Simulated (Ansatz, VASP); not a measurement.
## One calculation of BP, two programs

```
B P
1.0
     0.00000    2.26832    2.26832
     2.26832    0.00000    2.26832
     2.26832    2.26832    0.00000
B P
1 1
Direct
  0.00000 0.00000 0.00000
  0.25000 0.25000 0.25000
```

Alike in both runs: task single point; functional PBEsol; k mesh 6 × 6 × 6; occupations fermi-dirac, width 0.001 eV; no spin polarisation.

|  | VASP | Ansatz |
| --- | --- | --- |
| version | VASP 6.6.1 | Ansatz 0.2.0 |
| potentials or method | VASP PAW PBE potentials, release 64 (B, P) | plane waves |
| plane-wave cutoff (eV) | 500 | 420 |
| valence electrons in the cell | 8 | 8 |

```tsv
	VASP	Ansatz	Ansatz less VASP
gap on the k mesh at the Fermi level (eV)	1.22	1.22	+0.003
pressure (GPa)	-1.6	-1.7	-0.11
```

VASP's potentials were made for PBE, not for PBEsol. With one functional, cell and mesh, what is left measures potentials, basis and numerics.
